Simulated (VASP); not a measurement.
# BP (F-43m) in VASP: further runs, part 2 of 2

VASP 6.6.1. Earlier steps stand in the parts before.

## 3. Single point, PBE+D3(BJ)

This run uses another cell than the first one, of 11.44 Å³/atom, 0.979 times its volume.

The input, INCAR:

```
SYSTEM = BP
  PREC = Accurate
  ENCUT = 520
  EDIFF = 1E-7
  ISMEAR = -1
  SIGMA = 0.05
  LREAL = .False.
  LASPH = .True.
  NELM = 100
  ALGO = Normal
  ISIF = 2
  LWAVE = .False.
  LCHARG = .True.
  GGA = PE
  IVDW = 12
  LELF = .True.
  LVHAR = .True.
  NBANDS = 11
```

The input, KPOINTS:

```
regular mesh
0
Gamma
  10 10 10
  0 0 0
```

The input, POSCAR:

```
BP
1.0
    0.0000000000      2.2533370439      2.2533370439
    2.2533370439      0.0000000000      2.2533370439
    2.2533370439      2.2533370439      0.0000000000
P B
1 1
Direct
    0.7500000000      0.7500000000      0.7500000000
    0.0000000000      0.0000000000      0.0000000000
```

Potentials or basis: VASP PAW PBE potentials, release 64 (P, B).

The run is started by

```sh
> cat potpaw_PBE.64/P/POTCAR potpaw_PBE.64/B/POTCAR > POTCAR
> mpirun -np 1 vasp_std > vasp.out
```

OUTCAR:

```text
SYSTEM = BP
   PREC = Accurate
   ENCUT = 520
   EDIFF = 1E-7
   ISMEAR = -1
   LREAL = .False.
   LASPH = .True.
   NELM = 100
   ISIF = 2
   GGA = PE
   IVDW = 12
 IVDW          = 12

 ion  position               nearest neighbor table
   1  0.750  0.750  0.750-   2 1.95   2 1.95   2 1.95   2 1.95
   2  0.000  0.000  0.000-   1 1.95   1 1.95   1 1.95   1 1.95

  LATTYP: Found a face centered cubic cell.
 ALAT       =     4.5066740878

  Lattice vectors:

 A1 = (   0.0000000000,   2.2533370439,   2.2533370439)
 A2 = (   2.2533370439,   0.0000000000,   2.2533370439)
 A3 = (   2.2533370439,   2.2533370439,   0.0000000000)

Analysis of symmetry for initial positions (statically):
=====================================================================
 Subroutine PRICEL returns:
 Original cell was already a primitive cell.

 Routine SETGRP: Setting up the symmetry group for a
 face centered cubic supercell.

 Subroutine GETGRP returns: Found 24 space group operations
 (whereof 24 operations were pure point group operations)
 out of a pool of 48 trial point group operations.

The static configuration has the point symmetry T_d .

Analysis of symmetry for dynamics (positions and initial velocities):
=====================================================================
 Subroutine PRICEL returns:
 Original cell was already a primitive cell.

 Routine SETGRP: Setting up the symmetry group for a
 face centered cubic supercell.

 Subroutine GETGRP returns: Found 24 space group operations
 (whereof 24 operations were pure point group operations)
 out of a pool of 48 trial point group operations.

The dynamic configuration has the point symmetry T_d .

 Subroutine INISYM returns: Found 24 space group operations
 (whereof 24 operations are pure point group operations),
 and found     1 'primitive' translations

----------------------------------------------------------------------------------------

                                     Primitive cell

  volume of cell :      22.8828

  direct lattice vectors                    reciprocal lattice vectors
     0.000000000  2.253337044  2.253337044    -0.221893126  0.221893126  0.221893126
     2.253337044  0.000000000  2.253337044     0.221893126 -0.221893126  0.221893126
     2.253337044  2.253337044  0.000000000     0.221893126  0.221893126 -0.221893126

  length of vectors
     3.186699808  3.186699808  3.186699808     0.384330168  0.384330168  0.384330168

  position of ions in fractional coordinates (direct lattice)
     0.750000000  0.750000000  0.750000000
     0.000000000  0.000000000  0.000000000

  ion indices of the primitive-cell ions
   primitive index   ion index
                 1           1
                 2           2

----------------------------------------------------------------------------------------

 KPOINTS: regular mesh

Automatic generation of k-mesh.
 Grid dimensions read from file:
 generate k-points for:   10   10   10

 Generating k-lattice:

  Cartesian coordinates                     Fractional coordinates (reciprocal lattice)
    -0.022189313  0.022189313  0.022189313     0.100000000  0.000000000  0.000000000
     0.022189313 -0.022189313  0.022189313     0.000000000  0.100000000  0.000000000
     0.022189313  0.022189313 -0.022189313     0.000000000  0.000000000  0.100000000

  Length of vectors
     0.038433017  0.038433017  0.038433017

  Shift w.r.t. Gamma in fractional coordinates (k-lattice)
     0.000000000  0.000000000  0.000000000

 Subroutine IBZKPT returns following result:
 ===========================================

 Found     47 irreducible k-points:

 Following reciprocal coordinates:
            Coordinates               Weight
  0.000000  0.000000  0.000000      1.000000
  0.100000  0.000000  0.000000      8.000000
  0.200000  0.000000  0.000000      8.000000
  0.300000  0.000000  0.000000      8.000000
  0.400000  0.000000  0.000000      8.000000
  0.500000  0.000000  0.000000      4.000000
[... 16 lines left out ...]
  0.300000  0.300000  0.000000      6.000000
  0.400000  0.300000  0.000000     24.000000
 [... further k-points ...]
   k-points           NKPTS =     47   k-points in BZ     NKDIM =     47   number of bands    NBANDS=     11
   number of dos      NEDOS =    301   number of ions     NIONS =      2
   total plane-waves  NPLWV =  13824
   dimension x,y,z NGX =    24 NGY =   24 NGZ =   24
   dimension x,y,z NGXF=    48 NGYF=   48 NGZF=   48
   ions per type =               1   1
   NGX,Y,Z   is equivalent  to a cutoff of  12.52, 12.52, 12.52 a.u.
   NGXF,Y,Z  is equivalent  to a cutoff of  25.04, 25.04, 25.04 a.u.
 SYSTEM =  BP
   PREC   = accura    normal or accurate (medium, high low for compatibility)
   ISTART =      0    job   : 0-new  1-cont  2-samecut
   ICHARG =      2    charge: 1-file 2-atom 10-const
   ISPIN  =      1    spin polarized calculation?
   LNONCOLLINEAR =      F non collinear calculations
   LSORBIT =      F    spin-orbit coupling
   LASPH  =      T    aspherical Exc in radial PAW
   ENCUT  =  520.0 eV  38.22 Ry    6.18 a.u.   5.93  5.93  5.93*2*pi/ulx,y,z
   NELM   =    100;   NELMIN=  2; NELMDL= -5     # of ELM steps
   EDIFF  = 0.1E-06   stopping-criterion for ELM
   LREAL  =      F    real-space projection
   EDIFFG = 0.1E-05   stopping-criterion for IOM
   NSW    =      0    number of steps for IOM
   IBRION =     -1    ionic relax: 0-MD 1-quasi-New 2-CG
   NFREE  =      0    steps in history (QN), initial steepest desc. (CG)
   ISIF   =      2    stress and relaxation
   ISYM   =      2    0-nonsym 1-usesym 2-fastsym
   POTIM  = 0.5000    time-step for ionic-motion
   TEBEG  =    0.0;   TEEND  =   0.0 temperature during run
   PSTRESS=    0.0 pullay stress
   NELECT =       8.0000    total number of electrons
   NUPDOWN=      -1.0000    fix difference up-down
   EMIN   =  10.00;   EMAX   =-10.00  energy-range for DOS
[... 5 lines left out ...]
     AMIX     =   0.40;   BMIX     =  1.00
     AMIX_MAG =   1.60;   BMIX_MAG =  1.00
  volume/ion in A,a.u.               =      11.44        77.21
  Fermi-wavevector in a.u.,A,eV,Ry     =   1.153282  2.179386 18.096542  1.330058
  Thomas-Fermi vector in A             =   2.289927
   LORBIT       =      0    0 simple, 1 ext, 2 COOP (PROOUT), +10 PAW based schemes
   GGA     = PE    functional components
   LHFCALC =     F    Hartree Fock is set to
   AEXX    =    0.0000 exact exchange contribution
   IVDW    =    12    specifies the selected vdW correction
   LEPSILON=     F    determine dielectric tensor
   LRPA    =     F    only Hartree local field effects (RPA)
 non-spin polarized calculation
  energy-cutoff  :      520.00
  volume of cell :       22.88
 maximum number of plane-waves:       636
   NGX = 11   NGY = 11   NGZ = 11

 number of electron       8.0000001 magnetization

 Free energy of the ion-electron system (eV)
  ---------------------------------------------------
  ext. energy  EPLUGINS =         0.00000000
  ---------------------------------------------------
  free energy    TOTEN  =       -12.92231214 eV

  energy without entropy =      -12.92231207  energy(sigma->0) =      -12.92231210

 E-fermi :   8.2666     XC(G=0): -10.9969

 val. band max:        7.6803921277   @ k =   0.0000   0.0000   0.0000
 cond. band min:       8.8911723576   @ k =   0.4000   0.4000   0.0000
 fundamental gap:      1.2107802299
 Fermi energy:         8.2666441717

 k-point     1 :       0.0000    0.0000    0.0000
  band No.  band energies     occupation
      1      -7.9667      2.00000
      2       7.6804      1.99998
      3       7.6804      1.99998
      4       7.6804      1.99998
      5      11.1125      0.00000
      6      11.1125      0.00000
      7      11.1125      0.00000
      8      15.3732      0.00000
      9      19.3355      0.00000
     10      19.8688      0.00000
     11      19.8688      0.00000
[... 309 lines left out ...]
 k-point    24 :       0.4000    0.3000    0.0000
  band No.  band energies     occupation
      1      -4.9720      2.00000
      2       1.4752      2.00000
      3       3.5542      2.00000
      4       4.0999      2.00000
      5       9.4757      0.00000
      6      11.2975      0.00000
      7      17.3002      0.00000
      8      17.3139      0.00000
      9      21.9266      0.00000
     10      23.0617      0.00000
     11      25.0404      0.00000

 [... further k-points ...]

------------------------ aborting loop because EDIFF is reached ----------------------------------------

 Edisp (eV)   -0.66048

 E8    (eV) :    -0.2413

  FORCE on cell =-STRESS in cart. coord.  units (eV):
  Direction    XX          YY          ZZ          XY          YZ          ZX
  --------------------------------------------------------------------------------------
  -------------------------------------------------------------------------------------
  Total      -0.02259    -0.02259    -0.02259     0.00000    -0.00000     0.00000
  in kB      -1.58151    -1.58151    -1.58151     0.00000    -0.00000     0.00000
  external pressure =       -1.58 kB  Pullay stress =        0.00 kB

 VOLUME and BASIS-vectors are now :
 -----------------------------------------------------------------------------
  energy-cutoff  :      520.00
  volume of cell :       22.88
      direct lattice vectors                 reciprocal lattice vectors
     0.000000000  2.253337044  2.253337044    -0.221893126  0.221893126  0.221893126
     2.253337044  0.000000000  2.253337044     0.221893126 -0.221893126  0.221893126
     2.253337044  2.253337044  0.000000000     0.221893126  0.221893126 -0.221893126

 POSITION                                       TOTAL-FORCE (eV/Angst)
 -----------------------------------------------------------------------------------
      3.38001      3.38001      3.38001        -0.000000      0.000000      0.000000
      0.00000      0.00000      0.00000         0.000000     -0.000000     -0.000000
 -----------------------------------------------------------------------------------
    total drift:                               -0.000000     -0.000000     -0.000000

  FREE ENERGIE OF THE ION-ELECTRON SYSTEM (eV)
  ---------------------------------------------------
  free  energy   TOTEN  =       -13.5827946158 eV

  energy  without entropy=      -13.5827945493  energy(sigma->0) =      -13.58279458
```

Run time: 14 s. Hardware: 1 thread of AMD EPYC 7R43 (Zen 3), shared host; peak memory 0.11 GiB.

What came out:

```
Free energy                : -13.5828 eV
Pressure                   : -0.2 GPa
Band gap on the k mesh     : 1.21 eV, indirect (least direct gap 3.43 eV)
Dispersion energy per atom : -0.330 eV
```

## 4. Relaxation of cell and atoms, PBEsol+D3(BJ)

The input, INCAR:

```
SYSTEM = BP
PREC = Accurate
ENCUT = 600
EDIFF = 1E-7
ISMEAR = -1
SIGMA = 0.05
LREAL = .False.
LASPH = .True.
NELM = 80
ALGO = Normal
ISIF = 3
LWAVE = .False.
LCHARG = .False.
GGA = PS
IVDW = 12
IBRION = 2
NSW = 80
EDIFFG = -0.005
```

KPOINTS is that of step 3.

The input, POSCAR:

```
BP
1.0
    0.0000000000      2.2690000000      2.2690000000
    2.2690000000      0.0000000000      2.2690000000
    2.2690000000      2.2690000000      0.0000000000
P B
1 1
Direct
    0.7500000000      0.7500000000      0.7500000000
    0.0000000000      0.0000000000      0.0000000000
```

The run is started by

```sh
> cat potpaw_PBE.64/P/POTCAR potpaw_PBE.64/B/POTCAR > POTCAR
> mpirun -np 1 vasp_std > vasp.out
```

Run time: 31 s. Hardware: 1 thread of AMD EPYC 7R43 (Zen 3), shared host; peak memory 0.13 GiB.

It converged, with:

| Quantity | Value |
| --- | --- |
| Free energy | -14.1878 eV |
| Relaxed volume | 11.31 Å³/atom |
| Relaxed cell | a = 3.175 Å, b = 3.175 Å, c = 3.175 Å, α = 60.00°, β = 60.00°, γ = 60.00° |
| Space group after relaxing (to 0.05 Å) | F-43m (No. 216) |
| Energy gained by relaxing | 6.3 meV/atom |
| Ionic steps | 3 |
| Pressure after relaxing | 0.0 GPa |
| Band gap on the k mesh | 1.09 eV, indirect (least direct gap 3.41 eV) |
| Dispersion energy per atom | -0.259 eV |

The path:
| step | energy change (eV) | largest force (eV/Å) | pressure (GPa) | volume (Å³) |
| --- | --- | --- | --- | --- |
| 1 | 0.0000 | 0.0000 | -5.32 | 23.36 |
| 2 | -0.0052 | 0.0000 | 4.48 | 22.08 |
| 3 | -0.0126 | 0.0000 | -0.01 | 22.62 |

Final structure:
```
CELL_PARAMETERS angstrom
0.00000 2.24478 2.24478
2.24478 0.00000 2.24478
2.24478 2.24478 0.00000
ATOMIC_POSITIONS crystal
P 0.75000 0.75000 0.75000
B 0.00000 0.00000 0.00000
```

Levels at points of the mesh, in eV from the valence-band top:
| k point | band 1 | band 2 | band 3 | band 4 | band 5 | band 6 | band 7 | band 8 |
| --- | --- | --- | --- | --- | --- | --- | --- | --- |
| (0.00, 0.00, 0.00) | -15.79 | 0.00 | 0.00 | 0.00 | 3.41 | 3.41 | 3.41 | 7.84 |
| (0.50, 0.00, 0.00) | -12.31 | -9.33 | -1.81 | -1.81 | 3.93 | 4.67 | 4.67 | 10.04 |
| (0.50, 0.50, 0.00) | -10.74 | -8.77 | -4.26 | -4.26 | 1.16 | 1.49 | 12.40 | 12.40 |

Caveat: the PAW data sets were made with another functional, which shifts forces and pressure a little. A k mesh can miss the band edges.

## 5. Summary

```tsv
task	level	cell	cutoff (eV)	smearing	gap on the mesh (eV)	pressure (GPa)
single point	PBE	a = 3.209 Å, angles 60.0°, 2 atoms	520	gaussian 0.021 eV	1.24	0.9
single point	PBE+D3(BJ)	a = 3.187 Å, angles 60.0°, 2 atoms	520	fermi-dirac 0.05 eV	1.21	-0.2
relaxation of cell and atoms	PBEsol+D3(BJ)	relaxed from a = 3.209 Å, angles 60.0°, 2 atoms	600	fermi-dirac 0.05 eV	1.09	0.0
```

Alike in all rows: potentials or basis VASP PAW PBE potentials, release 64 (P, B); no spin polarisation; k mesh 10 × 10 × 10.

Caveats: the PAW data sets were made with another functional, which shifts forces and pressure a little (some runs).

Absolute energies hang on the potentials; compare differences alone.
